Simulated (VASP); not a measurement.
# W (I4/mmm) in VASP: further runs

Runs on W. Level: PBEsol. Tasks: single point.

All numbers are computed with VASP 6.6.1; they aren't measurements. Logs are shortened: lines on timing, memory, paths and dates and some standing lists are left out, and cuts for length are marked.

**1. The cell of the first run**

Symmetry: I4/mmm, No. 139, tetragonal system. Conventional cell: a = 3.186 Å, b = 3.186 Å, c = 3.135 Å, α = 90.00°, β = 90.00°, γ = 90.00°. W (site symmetry 4/mmm) has 14 W at 2.74 to 3.19 Å within 3.6 Å.

**2. Single point, PBEsol (biaxial strain in the a-b plane: +1.0 %)**

INCAR

```
SYSTEM = W
PREC = Accurate ; ENCUT = 520
EDIFF = 1E-6 ; ISMEAR = 0
SIGMA = 0.1 ; LREAL = .False.
LASPH = .True. ; NELM = 60
ALGO = Fast ; ISIF = 2
LWAVE = .False. ; LCHARG = .False.
GGA = PS ; NBANDS = 21
```

KPOINTS

```
Automatic mesh
0
Gamma
  16 16 16
  0 0 0
```

POSCAR

```
W
1.0
    3.1858712550      0.0000000000      0.0000000000
    0.0000000000      3.1858712550      0.0000000000
    0.0000000000      0.0000000000      3.1354020074
W
2
Direct
    0.0000000000      0.0000000000      0.0000000000
    0.5000000000      0.5000000000      0.5000000000
```

Potentials or basis: VASP PAW PBE potentials, release 64 (W_sv).

Command:

```bash
cat potpaw_PBE.64/W_sv/POTCAR > POTCAR
mpirun -np 1 vasp_std > vasp.out
```

OUTCAR:

```text
SYSTEM = W
   PREC = Accurate
   ENCUT = 520
   EDIFF = 1E-6
   ISMEAR = 0
   LREAL = .False.
   LASPH = .True.
   NELM = 60
   ISIF = 2
   GGA = PS

 ion  position               nearest neighbor table
   1  0.000  0.000  0.000-   2 2.74   2 2.74   2 2.74   2 2.74   2 2.74   2 2.74   2 2.74   2 2.74

   2  0.500  0.500  0.500-   1 2.74   1 2.74   1 2.74   1 2.74   1 2.74   1 2.74   1 2.74   1 2.74

  LATTYP: Found a simple tetragonal cell.
 ALAT       =     3.1858712550
 C/A-ratio  =     0.9841584158

  Lattice vectors:

 A1 = (   3.1858712550,   0.0000000000,   0.0000000000)
 A2 = (   0.0000000000,   3.1858712550,   0.0000000000)
 A3 = (   0.0000000000,   0.0000000000,   3.1354020074)

Analysis of symmetry for initial positions (statically):
=====================================================================
 Subroutine PRICEL returns following result:

  LATTYP: Found a body centered tetragonal cell.
 ALAT       =     3.1858712550
 C/A-ratio  =     0.9841584158

  Lattice vectors:

 A1 = (  -1.5929356275,  -1.5929356275,  -1.5677010037)
 A2 = (   1.5929356275,   1.5929356275,  -1.5677010037)
 A3 = (   1.5929356275,  -1.5929356275,   1.5677010037)

   2 primitive cells build up your supercell.

 Routine SETGRP: Setting up the symmetry group for a
 simple tetragonal supercell.

 Subroutine GETGRP returns: Found 16 space group operations
 (whereof 16 operations were pure point group operations)
 out of a pool of 16 trial point group operations.

The static configuration has the point symmetry D_4h.

Analysis of symmetry for dynamics (positions and initial velocities):
=====================================================================
 Subroutine PRICEL returns following result:

  LATTYP: Found a body centered tetragonal cell.
 ALAT       =     3.1858712550
 C/A-ratio  =     0.9841584158

  Lattice vectors:

 A1 = (  -1.5929356275,  -1.5929356275,  -1.5677010037)
 A2 = (   1.5929356275,   1.5929356275,  -1.5677010037)
 A3 = (   1.5929356275,  -1.5929356275,   1.5677010037)

   2 primitive cells build up your supercell.

 Routine SETGRP: Setting up the symmetry group for a
 simple tetragonal supercell.

 Subroutine GETGRP returns: Found 16 space group operations
 (whereof 16 operations were pure point group operations)
 out of a pool of 16 trial point group operations.

The dynamic configuration has the point symmetry D_4h.

 Subroutine INISYM returns: Found 16 space group operations
 (whereof 16 operations are pure point group operations),
 and found     2 'primitive' translations

----------------------------------------------------------------------------------------

                                     Primitive cell

  volume of cell :      15.9118

  direct lattice vectors                    reciprocal lattice vectors
    -1.592935628 -1.592935628 -1.567701004     0.000000000 -0.313885879 -0.318938368
     1.592935628  1.592935628 -1.567701004     0.313885879  0.000000000 -0.318938368
     1.592935628 -1.592935627  1.567701004     0.313885879 -0.313885879  0.000000000

  length of vectors
     2.744553564  2.744553564  2.744553564     0.447488579  0.447488579  0.443901667

  position of ions in fractional coordinates (direct lattice)
     0.000000000  0.000000000  0.000000000

  ion indices of the primitive-cell ions
   primitive index   ion index
                 1           1

----------------------------------------------------------------------------------------

 KPOINTS: Automatic mesh

Automatic generation of k-mesh.
 Grid dimensions read from file:
 generate k-points for:   16   16   16

 Generating k-lattice:

  Cartesian coordinates                     Fractional coordinates (reciprocal lattice)
     0.019617867  0.000000000  0.000000000     0.062500000  0.000000000  0.000000000
     0.000000000  0.019617867  0.000000000     0.000000000  0.062500000  0.000000000
     0.000000000  0.000000000  0.019933648     0.000000000  0.000000000  0.062500000

  Length of vectors
     0.019617867  0.019617867  0.019933648

  Shift w.r.t. Gamma in fractional coordinates (k-lattice)
     0.000000000  0.000000000  0.000000000

 Subroutine IBZKPT returns following result:
 ===========================================

 Found    405 irreducible k-points:

 Following reciprocal coordinates:
            Coordinates               Weight
  0.000000  0.000000  0.000000      1.000000
  0.062500  0.000000  0.000000      4.000000
  0.125000  0.000000  0.000000      4.000000
  0.187500  0.000000  0.000000      4.000000
  0.250000  0.000000  0.000000      4.000000
  0.312500  0.000000  0.000000      4.000000
[... 16 lines left out ...]
  0.437500  0.125000  0.000000      8.000000
  0.500000  0.125000  0.000000      4.000000
 [... further k-points ...]
   k-points           NKPTS =    405   k-points in BZ     NKDIM =    405   number of bands    NBANDS=     21
   number of dos      NEDOS =    301   number of ions     NIONS =      2
   total plane-waves  NPLWV =  13824
   dimension x,y,z NGX =    24 NGY =   24 NGZ =   24
   dimension x,y,z NGXF=    48 NGYF=   48 NGZF=   48
   ions per type =               2
   NGX,Y,Z   is equivalent  to a cutoff of  12.52, 12.52, 12.73 a.u.
   NGXF,Y,Z  is equivalent  to a cutoff of  25.05, 25.05, 25.45 a.u.
 SYSTEM =  W
   PREC   = accura    normal or accurate (medium, high low for compatibility)
   ISTART =      0    job   : 0-new  1-cont  2-samecut
   ICHARG =      2    charge: 1-file 2-atom 10-const
   ISPIN  =      1    spin polarized calculation?
   LNONCOLLINEAR =      F non collinear calculations
   LSORBIT =      F    spin-orbit coupling
   LASPH  =      T    aspherical Exc in radial PAW
   ENCUT  =  520.0 eV  38.22 Ry    6.18 a.u.   5.92  5.92  5.83*2*pi/ulx,y,z
   NELM   =     60;   NELMIN=  2; NELMDL= -5     # of ELM steps
   EDIFF  = 0.1E-05   stopping-criterion for ELM
   LREAL  =      F    real-space projection
   EDIFFG = 0.1E-04   stopping-criterion for IOM
   NSW    =      0    number of steps for IOM
   IBRION =     -1    ionic relax: 0-MD 1-quasi-New 2-CG
   NFREE  =      0    steps in history (QN), initial steepest desc. (CG)
   ISIF   =      2    stress and relaxation
   ISYM   =      2    0-nonsym 1-usesym 2-fastsym
   POTIM  = 0.5000    time-step for ionic-motion
   TEBEG  =    0.0;   TEEND  =   0.0 temperature during run
   PSTRESS=    0.0 pullay stress
   NELECT =      28.0000    total number of electrons
   NUPDOWN=      -1.0000    fix difference up-down
   EMIN   =  10.00;   EMAX   =-10.00  energy-range for DOS
   EFERMI =   0.00;   METHOD = LEGACY
   ISMEAR =     0;   SIGMA  =   0.10  broadening in eV -4-tet -1-fermi 0-gaus
   EFERMI_NEDOS =   21; number of points for ismear=-14 and -15
   IALGO  =     68    algorithm
   IMIX   =      4    mixing-type and parameters
     AMIX     =   0.40;   BMIX     =  1.00
     AMIX_MAG =   1.60;   BMIX_MAG =  1.00
  volume/ion in A,a.u.               =      15.91       107.38
  Fermi-wavevector in a.u.,A,eV,Ry     =   1.568716  2.964443 33.482161  2.460869
  Thomas-Fermi vector in A             =   2.670706
   LORBIT       =      0    0 simple, 1 ext, 2 COOP (PROOUT), +10 PAW based schemes
   GGA     = PS    functional components
   LHFCALC =     F    Hartree Fock is set to
   AEXX    =    0.0000 exact exchange contribution
   IVDW    =     0    specifies the selected vdW correction
   LEPSILON=     F    determine dielectric tensor
   LRPA    =     F    only Hartree local field effects (RPA)
 non-spin polarized calculation
 RMM-DIIS sequential band-by-band and
 Gauss-broadening in eV      SIGMA  =   0.10
  energy-cutoff  :      520.00
  volume of cell :       31.82
 maximum number of plane-waves:       892
 NGX is ok and might be reduce to    24
   NGX = 11   NGY = 11   NGZ = 11

 number of electron      27.9999999 magnetization

 Free energy of the ion-electron system (eV)
  ---------------------------------------------------
  ext. energy  EPLUGINS =         0.00000000
  ---------------------------------------------------
  free energy    TOTEN  =       -27.59967233 eV

  energy without entropy =      -27.59326922  energy(sigma->0) =      -27.59647078

 E-fermi :  11.2481     XC(G=0): -13.7396

 val. band max:       11.2415289369   @ k =   0.1875   0.1875   0.0625
 cond. band min:      11.2560360083   @ k =   0.4375   0.0000   0.0000
 fundamental gap:      0.0145070713
 Fermi energy:        11.2480500769

 k-point     1 :       0.0000    0.0000    0.0000
  band No.  band energies     occupation
      1     -62.9320      2.00000
      2     -62.7010      2.00000
      3     -27.4054      2.00000
      4     -27.4054      2.00000
      5     -27.3588      2.00000
      6     -26.4975      2.00000
[... 13 lines left out ...]
     20      19.2984      0.00000
     21      19.2984      0.00000

 k-point     2 :       0.0625    0.0000    0.0000
  band No.  band energies     occupation
      1     -62.9295      2.00000
      2     -62.7029      2.00000
      3     -27.4051      2.00000
      4     -27.3965      2.00000
      5     -27.3502      2.00000
      6     -26.5156      2.00000
[... 13 lines left out ...]
     20      18.9681      0.00000
     21      19.8821      0.00000

 k-point     3 :       0.1250    0.0000    0.0000
  band No.  band energies     occupation
      1     -62.9221      2.00000
      2     -62.7087      2.00000
      3     -27.4034      2.00000
      4     -27.3702      2.00000
      5     -27.3250      2.00000
      6     -26.5677      2.00000
[... 13 lines left out ...]
     20      18.1476      0.00000
     21      21.1128      0.00000
[... 457 lines left out ...]
 k-point    23 :       0.4375    0.1250    0.0000
  band No.  band energies     occupation
      1     -62.8290      2.00000
      2     -62.7873      2.00000
      3     -27.4092      2.00000
      4     -27.2527      2.00000
      5     -26.9940      2.00000
      6     -26.8927      2.00000
[... 13 lines left out ...]
     20      14.9045      0.00000
     21      25.0588      0.00000

 k-point    24 :       0.5000    0.1250    0.0000
  band No.  band energies     occupation
      1     -62.8078      2.00000
      2     -62.8078      2.00000
      3     -27.3408      2.00000
      4     -27.3408      2.00000
      5     -26.9152      2.00000
      6     -26.9152      2.00000
[... 13 lines left out ...]
     20      14.6595      0.00000
     21      25.0115      0.00000

 [... further k-points ...]
[... 5 lines left out ...]
  --------------------------------------------------------------------------------------
  -------------------------------------------------------------------------------------
  Total       -1.0474365     -1.0474365     -0.1309550      0.0000000      0.0000000     -0.0000000
  in kB      -52.7337460    -52.7337460     -6.5929987      0.0000000      0.0000000     -0.0000000
  external PRESSURE =     -37.3534969 kB  Pullay stress =       0.0000000 kB

 VOLUME and BASIS-vectors are now :
 -----------------------------------------------------------------------------
  energy-cutoff  :      520.00
  volume of cell :       31.82
      direct lattice vectors                 reciprocal lattice vectors
     3.185871255  0.000000000  0.000000000     0.313885879  0.000000000  0.000000000
     0.000000000  3.185871255  0.000000000     0.000000000  0.313885879  0.000000000
     0.000000000  0.000000000  3.135402007     0.000000000  0.000000000  0.318938368

 POSITION                                       TOTAL-FORCE (eV/Angst)
 -----------------------------------------------------------------------------------
      0.00000      0.00000      0.00000        -0.000000     -0.000000      0.000000
      1.59294      1.59294      1.56770         0.000000      0.000000     -0.000000
 -----------------------------------------------------------------------------------
    total drift:                                0.000000      0.000000     -0.000000

  FREE ENERGIE OF THE ION-ELECTRON SYSTEM (eV)
  ---------------------------------------------------
  free  energy   TOTEN  =       -27.5996723320 eV

  energy  without entropy=      -27.5932692225  energy(sigma->0) =      -27.59647078
```

It took 54 s on 1 thread of Intel Xeon 6975P-C (Granite Rapids), shared host; peak memory 0.31 GiB.

What came out:

| Item | Value |
| --- | --- |
| Free energy | -27.5997 eV |
| Pressure | -3.7 GPa |
| Band gap on the k mesh | zero (band 14 reaches 11.95 eV, above the bottom of band 15 at 10.60 eV) |

Levels at points of the mesh, in eV from the Fermi level:
| k point | band 11 | band 12 | band 13 | band 14 | band 15 | band 16 | band 17 | band 18 |
| --- | --- | --- | --- | --- | --- | --- | --- | --- |
| (0.00, 0.00, 0.00) | -5.83 | -1.40 | -1.18 | -1.18 | 2.05 | 2.34 | 5.10 | 5.10 |
| (0.50, 0.00, 0.00) | -2.86 | -2.86 | -0.60 | -0.60 | -0.44 | -0.44 | 1.36 | 1.36 |
| (0.50, 0.50, 0.00) | -3.44 | -3.44 | 0.57 | 0.57 | 1.91 | 1.91 | 2.97 | 2.97 |
| (0.00, 0.00, 0.50) | -2.80 | -2.80 | -0.64 | -0.64 | -0.64 | -0.64 | 1.26 | 1.26 |
| (0.50, 0.00, 0.50) | -3.65 | -3.65 | 0.70 | 0.70 | 2.16 | 2.16 | 3.14 | 3.14 |
| (0.50, 0.50, 0.50) | -3.02 | -3.02 | -2.91 | -2.91 | 3.15 | 3.15 | 3.30 | 3.30 |

Caveat: the cell differs from its parent crystal (biaxial strain in the a-b plane: +1.0 %); the PAW data sets were made with another functional, which shifts forces and pressure a little; spin-orbit coupling is left out, which moves the levels of the heavy elements.

(Part 1 of 2 ends here.)
